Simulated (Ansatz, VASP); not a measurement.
TaN: VASP beside Ansatz

```
CELL_PARAMETERS angstrom
2.93800 0.00000 0.00000
-2.93800 5.08877 0.00000
0.00000 0.00000 2.88300
ATOMIC_POSITIONS crystal
Ta 0.33333 0.33333 0.50000
Ta 0.33333 0.83333 0.50000
N 0.00000 0.00000 0.00000
N 0.00000 0.50000 0.00000
```

Alike in both runs: task single point; functional PBEsol; k mesh 7 × 7 × 7; occupations gaussian, width 0.05 eV; collinear spin; Hubbard terms Ta d U = 8.0 eV, J = 0.5 eV.

```csv
,VASP,Ansatz
version,VASP 6.6.1,Ansatz 0.2.0
potentials or method,"VASP PAW PBE potentials, release 64 (Ta_sv_GW, N), cutoff 600 eV","scalar-relativistic, plane waves, PAW"
valence electrons in the cell,36,36
```

Ansatz gave:

```
gap on the k mesh at the Fermi level (eV) : 0.27
least direct gap on the mesh (eV)         : 0.27
pressure (GPa)                            : 3.4
rms of the force components (eV/Å)        : 0.006
net moment per atom (μB)                  : 0.00
```

Which values does VASP return?

gap on the k mesh at the Fermi level (eV): 0.02; least direct gap on the mesh (eV): 0.02; pressure (GPa): 21.5; rms of the force components (eV/Å): 0.004; net moment per atom (μB): 0.00.

VASP's potentials were made for PBE, not for PBEsol. The programs project onto different local orbitals, so the same U acts differently, and such runs can settle in different states. Ansatz's warnings: seeded moment not kept, specified occupation not kept, symmetry narrowed by occupation matrices.

Neither program's run includes spin-orbit coupling.
